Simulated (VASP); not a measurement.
# Cd2BiO2 (P-6m2) in VASP: a series of runs, part 2 of 2

VASP 6.6.1. Earlier steps stand in the parts before.

## Step 3: Relaxation of cell and atoms, PBE

This run uses another cell than the first one, of 22.46 Å³/atom.

Input file INCAR:

```
SYSTEM = Cd2BiO2
PREC = Accurate
ENCUT = 600
EDIFF = 1E-6
ISMEAR = 0
SIGMA = 0.1
LREAL = .False.
LASPH = .True.
NELM = 60
ALGO = Normal
ISIF = 3
LWAVE = .False.
LCHARG = .False.
GGA = PE
IBRION = 2
NSW = 90
EDIFFG = -0.04
```

Input file KPOINTS:

```
Automatic mesh
0
Gamma
  6 6 2
  0 0 0
```

Input file POSCAR:

```
Cd2BiO2
1.0
    4.0478390000      0.0000000000      0.0000000000
   -2.0239195000      3.5055314100      0.0000000000
    0.0000000000      0.0000000000      7.9154459700
Cd Bi O
2 1 2
Direct
    0.6666666700      0.3333333300      0.5000000000
    0.3333333300      0.6666666700      0.0000000000
    0.6666666700      0.3333333300      0.0000000000
    0.0000000000      0.0000000000      0.7055339800
    0.0000000000      0.0000000000      0.2944660200
```

Potentials or basis: VASP PAW PBE potentials, release 64 (Cd, Bi_d, O).

Command:

```sh
cat potpaw_PBE.64/Cd/POTCAR potpaw_PBE.64/Bi_d/POTCAR potpaw_PBE.64/O/POTCAR > POTCAR
mpirun -np 1 vasp_std > vasp.out
```

Wall time 9.1 min (1 thread of Oxide Virtual Turin-like, shared host); peak memory 0.25 GiB.

It converged, with:

```yaml
Free_energy: -12.6583 eV
Relaxed_volume: 21.81 Å³/atom
Relaxed_cell: a = 4.533 Å, b = 4.533 Å, c = 6.127 Å, α = 90.00°, β = 90.00°, γ = 120.00°
Space_group_after_relaxing_to_0.1_Å: P-6m2 (No. 187)
Energy_gained_by_relaxing: 598.7 meV/atom
Ionic_steps: 19
Pressure_after_relaxing: 0.1 GPa
Largest_force_after_relaxing: 0.012 eV/Å
Band_gap_on_the_k_mesh: zero (an odd number of electrons rules out a gap without spin polarisation)
```

Forces on the atoms (eV/Å):
```
Cd   0.000  0.000  0.000
Cd   0.000  0.000  0.000
Bi   0.000  0.000  0.000
O    0.000  0.000 -0.012
O    0.000  0.000  0.012
```

Stress tensor (GPa, compression positive):
```
-0.01  0.00  0.00
 0.00 -0.01  0.00
 0.00  0.00  0.20
```

Step by step:
| step | energy change (eV) | largest force (eV/Å) | pressure (GPa) | volume (Å³) |
| --- | --- | --- | --- | --- |
| 1 | 0.0000 | 0.2161 | 11.95 | 112.32 |
| 2 | -2.0598 | 0.1431 | -6.51 | 138.70 |
| 3 | -2.1632 | 0.0381 | -4.26 | 131.80 |
| 4 | -2.6016 | 0.1868 | -3.06 | 121.27 |
| 5 | -2.8743 | 0.2825 | -0.55 | 111.08 |
| 6 | -2.2817 | 0.2045 | 13.73 | 91.36 |
| 7 | -2.9001 | 0.2925 | 0.63 | 108.10 |
| 8 | -2.9014 | 0.2909 | 0.94 | 107.36 |
| 9 | -2.9235 | 0.2241 | 0.04 | 108.57 |
| 10 | -2.9254 | 0.1906 | -0.34 | 109.12 |
| 11 | -2.9319 | 0.1799 | -0.09 | 108.50 |
| 12 | -2.9405 | 0.1329 | 0.83 | 106.62 |
| 13 | -2.9443 | 0.1307 | 0.78 | 106.76 |
| 14 | -2.9551 | 0.1329 | 0.58 | 107.16 |
| 15 | -2.9753 | 0.1259 | 0.25 | 107.97 |
| 16 | -2.9907 | 0.0706 | -0.11 | 109.58 |
| 17 | -2.9921 | 0.0056 | -0.09 | 109.14 |
| 18 | -2.9922 | 0.0115 | -0.09 | 109.24 |
| 19 | -2.9933 | 0.0122 | 0.06 | 109.03 |

Final structure:
```
CELL_PARAMETERS angstrom
4.53296 0.00000 0.00000
-2.26648 3.92566 0.00000
0.00000 0.00000 6.12697
ATOMIC_POSITIONS crystal
Cd 0.66667 0.33333 0.50000
Cd 0.33333 0.66667 0.00000
Bi 0.66667 0.33333 0.00000
O 0.00000 0.00000 0.75072
O 0.00000 0.00000 0.24928
```

Levels at points of the mesh, in eV from the Fermi level:
| k point | band 23 | band 24 | band 25 | band 26 | band 27 | band 28 |
| --- | --- | --- | --- | --- | --- | --- |
| (0.00, 0.00, 0.00) | -1.22 | -1.22 | -0.16 | 0.07 | 0.42 | 0.42 |
| (0.50, 0.00, 0.00) | -1.63 | -1.23 | -0.16 | 0.52 | 0.87 | 0.96 |
| (0.00, 0.00, 0.50) | -1.41 | -1.24 | -1.15 | 0.52 | 0.52 | 1.60 |
| (0.50, 0.00, 0.50) | -1.22 | -1.16 | -0.39 | -0.04 | 0.97 | 2.68 |

Caveat: the k points lie up to 0.51 Å⁻¹ apart in the final cell, too coarse for converged energies and pressures of a metal; a cell axis changed by over 15 % at a fixed basis, so the end point is rough; spin-orbit coupling is left out, which moves the levels of the heavy elements; an odd number of electrons without spin polarisation forces a metal; a magnetic or distorted state may lie lower.

## Step 4: Single point, PBE

Input file INCAR:

```
SYSTEM = Cd2BiO2
PREC     = Accurate       ! precision mode
ENCUT    = 520            ! plane-wave cutoff, eV
EDIFF    = 1E-7           ! SCF threshold, eV
ISMEAR   = 0              ! smearing method
SIGMA    = 0.1            ! smearing width, eV
LREAL    = .FALSE.        ! projectors in reciprocal space
LASPH    = .TRUE.         ! aspherical terms in the spheres
NELM     = 80             ! most SCF steps
ALGO     = Fast           ! electronic algorithm
ISIF     = 2              ! what is computed and relaxed
LWAVE    = .FALSE.        ! write WAVECAR
LCHARG   = .FALSE.        ! write CHGCAR
GGA      = PE             ! functional
NBANDS   = 34             ! bands
```

Input file KPOINTS:

```
regular mesh
0
G
  12 12 6
  0 0 0
```

Input file POSCAR:

```
Cd2BiO2
1.0
    4.5397284379      0.0000000000      0.0000000000
   -2.2698642190      3.9315201535      0.0000000000
    0.0000000000      0.0000000000      6.0964471163
Cd Bi O
2 1 2
Direct
    0.6666666667      0.3333333333      0.5000000000
    0.3333333333      0.6666666667      0.0000000000
    0.6666666667      0.3333333333      0.0000000000
    0.0000000000      0.0000000000      0.7525622468
    0.0000000000      0.0000000000      0.2474377532
```

Command:

```sh
cat potpaw_PBE.64/Cd/POTCAR potpaw_PBE.64/Bi_d/POTCAR potpaw_PBE.64/O/POTCAR > POTCAR
mpirun -np 1 vasp_std > vasp.out
```

Wall time 5 min (1 thread of Oxide Virtual Turin-like, shared host); peak memory 0.39 GiB.

Results (log left out):

| Property | Result |
| --- | --- |
| Free energy | -12.6559 eV |
| Pressure | 0.2 GPa |
| Largest force | 0.011 eV/Å |
| Band gap on the k mesh | zero (an odd number of electrons rules out a gap without spin polarisation) |

Forces on the atoms (eV/Å):
```
Cd   0.000  0.000  0.000
Cd   0.000  0.000  0.000
Bi   0.000  0.000  0.000
O    0.000  0.000 -0.011
O    0.000  0.000  0.011
```

Stress tensor (GPa, compression positive):
```
0.29 0.00 0.00
0.00 0.29 0.00
0.00 0.00 0.05
```

Levels at points of the mesh, in eV from the Fermi level:
```csv
k point,band 23,band 24,band 25,band 26,band 27,band 28,band 29,band 30
"(0.00, 0.00, 0.00)",-1.20,-1.20,-0.15,0.05,0.41,0.41,1.75,6.45
"(0.50, 0.00, 0.00)",-1.61,-1.21,-0.13,0.50,0.92,0.93,4.03,4.22
"(0.00, 0.00, 0.50)",-1.39,-1.20,-1.18,0.51,0.51,1.58,3.50,4.93
"(0.50, 0.00, 0.50)",-1.20,-1.16,-0.37,-0.06,1.02,2.65,3.67,4.65
```

Caveat: spin-orbit coupling is left out, which moves the levels of the heavy elements; an odd number of electrons without spin polarisation forces a metal; a magnetic or distorted state may lie lower.

## Step 5: Relaxation of cell and atoms, PBE

Input file INCAR:

```
  ALGO = Fast
  EDIFF = 1E-7
  EDIFFG = -0.04
  ENCUT = 600
  GGA = PE
  IBRION = 2
  ISIF = 3
  ISMEAR = 0
  LASPH = True
  LCHARG = False
  LREAL = False
  LWAVE = False
  NELM = 60
  NSW = 90
  PREC = Accurate
  SIGMA = 0.1
```

Input file KPOINTS:

```
k-points
0
Gamma
  6 6 4
```

Input file POSCAR:

```
Cd2BiO2
1.0
    4.5195347949      0.0000000000      0.0000000000
   -2.2597673974      3.9140319457      0.0000000000
    0.0000000000      0.0000000000      6.1398668211
Cd Bi O
2 1 2
Direct
    0.6666666667      0.3333333333      0.5000000000
    0.3333333333      0.6666666667      0.0000000000
    0.6666666667      0.3333333333      0.0000000000
    0.0000000000      0.0000000000      0.7497361800
    0.0000000000      0.0000000000      0.2502638200
```

Command:

```sh
cat potpaw_PBE.64/Cd/POTCAR potpaw_PBE.64/Bi_d/POTCAR potpaw_PBE.64/O/POTCAR > POTCAR
mpirun -np 1 vasp_std > vasp.out
```

It took 3.9 min on 1 thread of Oxide Virtual Turin-like, shared host; peak memory 0.27 GiB.

The run converged. Its results:

* Free energy: -12.6639 eV
* Relaxed volume: 21.79 Å³/atom
* Relaxed cell: a = 4.540 Å, b = 4.540 Å, c = 6.104 Å, α = 90.00°, β = 90.00°, γ = 120.00°
* Space group after relaxing (to 0.1 Å): P-6m2 (No. 187)
* Energy gained by relaxing: 0.6 meV/atom
* Ionic steps: 4
* Pressure after relaxing: -0.1 GPa
* Largest force after relaxing: 0.022 eV/Å
* Band gap on the k mesh: zero (an odd number of electrons rules out a gap without spin polarisation)

Forces in eV/Å, atoms in the order of the input:
```
Cd   0.000  0.000  0.000
Cd   0.000  0.000  0.000
Bi   0.000  0.000  0.000
O    0.000  0.000  0.022
O    0.000  0.000 -0.022
```

Step by step:
| step | energy change (eV) | largest force (eV/Å) | pressure (GPa) | volume (Å³) |
| --- | --- | --- | --- | --- |
| 1 | 0.0000 | 0.0213 | 0.26 | 108.61 |
| 2 | -0.0023 | 0.0279 | -0.11 | 109.17 |
| 3 | -0.0024 | 0.0291 | -0.18 | 109.28 |
| 4 | -0.0028 | 0.0223 | -0.05 | 108.97 |

Final structure:
```
Cd Bi O
1.0
     4.54014    0.00000    0.00000
    -2.27007    3.93188    0.00000
     0.00000    0.00000    6.10411
Cd Bi O
2 1 2
Direct
  0.66667 0.33333 0.50000
  0.33333 0.66667 0.00000
  0.66667 0.33333 0.00000
  0.00000 0.00000 0.75020
  0.00000 0.00000 0.24980
```

Levels at points of the mesh, in eV from the Fermi level:
| k point | band 23 | band 24 | band 25 | band 26 | band 27 | band 28 |
| --- | --- | --- | --- | --- | --- | --- |
| (0.00, 0.00, 0.00) | -1.21 | -1.21 | -0.15 | 0.03 | 0.37 | 0.37 |
| (0.50, 0.00, 0.00) | -1.66 | -1.22 | -0.15 | 0.48 | 0.85 | 0.93 |
| (0.00, 0.00, 0.50) | -1.41 | -1.25 | -1.16 | 0.47 | 0.47 | 1.54 |
| (0.50, 0.00, 0.50) | -1.24 | -1.16 | -0.39 | -0.08 | 0.95 | 2.65 |

Caveat: spin-orbit coupling is left out, which moves the levels of the heavy elements; an odd number of electrons without spin polarisation forces a metal; a magnetic or distorted state may lie lower.

## Step 6: The runs side by side

| task | cell | k mesh | cutoff (eV) | gap on the mesh (eV) | pressure (GPa) | relaxed volume (Å³/atom) | largest force (eV/Å) |
| --- | --- | --- | --- | --- | --- | --- | --- |
| single point | a = 4.540, b = 4.540, c = 6.096 Å, angles 90.0, 90.0, 120.0°, 5 atoms, atomic positions A | 6 × 6 × 4 | 520 | none | 0.1 | - | 0.02 |
| relaxation of cell and atoms | relaxed from a = 4.048, b = 4.048, c = 7.915 Å, angles 90.0, 90.0, 120.0°, 5 atoms, atomic positions B | 6 × 6 × 2 | 600 | none | 0.1 | 21.81 | 0.01 |
| single point | a = 4.540, b = 4.540, c = 6.096 Å, angles 90.0, 90.0, 120.0°, 5 atoms, atomic positions A | 12 × 12 × 6 | 520 | none | 0.2 | - | 0.01 |
| relaxation of cell and atoms | relaxed from a = 4.520, b = 4.520, c = 6.140 Å, angles 90.0, 90.0, 120.0°, 5 atoms, atomic positions C | 6 × 6 × 4 | 600 | none | -0.1 | 21.79 | 0.02 |

Alike in all rows: level PBE; potentials or basis VASP PAW PBE potentials, release 64 (Cd, Bi_d, O); no spin polarisation; smearing gaussian 0.1 eV.

Caveats: some runs use coarse meshes; spin-orbit coupling is left out, which moves the levels of the heavy elements; an odd number of electrons without spin polarisation forces a metal; a magnetic or distorted state may lie lower; a cell axis changed by over 15 % at a fixed basis, so the end point is rough (at least some runs).

Total energies depend on the potentials used, so only differences within one code and one set of settings carry meaning.
